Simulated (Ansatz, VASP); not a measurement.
# YTl2Si2 in VASP and in Ansatz

INCAR

```
PREC = Accurate
ENCUT = 520
EDIFF = 1E-7
ISMEAR = -1
SIGMA = 0.0532
LREAL = False
LASPH = True
NELM = 100
ALGO = Normal
ISIF = 2
LWAVE = False
LCHARG = True
GGA = PE
LELF = True
LVHAR = True
NBANDS = 30
```

The input KPOINTS:

```
regular mesh
0
Gamma
  8 8 8
```

The input POSCAR:

```
YTl2Si2
1.0
    0.0000000000      4.5393370000      0.0000000000
    4.5393370000      0.0000000000      0.0000000000
    2.2696690000      2.2696690000     -5.3533980000
Y Si Tl
1 2 2
Direct
    0.0000000000      0.0000000000      0.0000000000
    0.3750000000      0.3750000000      0.2500000000
    0.6250000000      0.6250000000      0.7500000000
    0.7500000000      0.2500000000      0.5000000000
    0.2500000000      0.7500000000      0.5000000000
```

Input for Ansatz:

```yaml
crystal:
  lattice:
    - [0.0, 4.539337, 0.0]
    - [4.539337, 0.0, 0.0]
    - [2.269669, 2.269669, -5.353398]
  atoms:
    - { symbol: "Y", position: [0.0, 0.0, 0.0] }
    - { symbol: Si, position: [0.375, 0.375, 0.25] }
    - { symbol: Si, position: [0.625, 0.625, 0.75] }
    - { symbol: Tl, position: [0.75, 0.25, 0.5] }
    - { symbol: Tl, position: [0.25, 0.75, 0.5] }
  symmetry: { tolerance: 0.0003 }
kpoints:
  mp_grid: { grid: [8, 8, 8], shift: [0, 0, 0] }
  band_path:
    path:
      - [0.0, 0.0, 0.0]
      - [0.5, 0.5, 0.5]
      - [0.5, 0.5, 0.25]
      - [0.0, 0.5, 0.0]
      - [0.0, 0.0, 0.0]
      - [0.0, 0.0, -0.5]
      - [0.0, 0.41012564, -0.29493718]
      - [0.0, 0.58987436, 0.29493718]
      - [0.0, 0.0, 0.0]
      - [0.5, 0.5, 0.5]
      - [0.41012564, 0.58987436, 0.5]
    npoints: 6
magnetization:
  spin_polarized: false
scf:
  occupations: { method: fermi_dirac, width: 0.0532 }
  lower_state_search: "off"
  max_iter: 200
hamiltonian:
  pseudopotentials: { kind: paw }
  xc: pbe
basis:
  ecutwfc: 420
  fft_grid_basis: typed
output:
  forces: true
  stress: true
  eigenvalues: true
  bader: true
  populations: true
  elf: true
  write_potential: true
  volumetric_format: npy
  dos:
    e_range: [-12, 8]
    de: 0.05
    projected: { site_lists: { Si: [Si], Tl: [Tl], "Y": ["Y"] } }
checkpoint:
  read: saved_state
```

Alike in both runs: task single point; functional PBE; k mesh 8 × 8 × 8; occupations fermi-dirac, width 0.0532 eV; no spin polarisation.

|  | VASP | Ansatz |
| --- | --- | --- |
| version | VASP 6.6.1 | Ansatz 0.2.0 |
| potentials or method | VASP PAW PBE potentials, release 64 (Y_sv, Si, Tl_d), cutoff 520 eV | PAW plane waves |
| valence electrons in the cell | 45 | 45 |

|  | VASP | Ansatz | Ansatz less VASP |
| --- | --- | --- | --- |
| pressure (GPa) | 10.5 | 10.6 | +0.07 |
| traceless stress, the component that is largest in VASP (GPa) | -6.14 | -6.16 | -0.019 |
| rms of the force components (eV/Å) | 1.027 | 1.030 | +0.0026 |

Atom by atom the forces differ by 0.003 eV/Å (rms over components).

Neither program's run includes spin-orbit coupling.
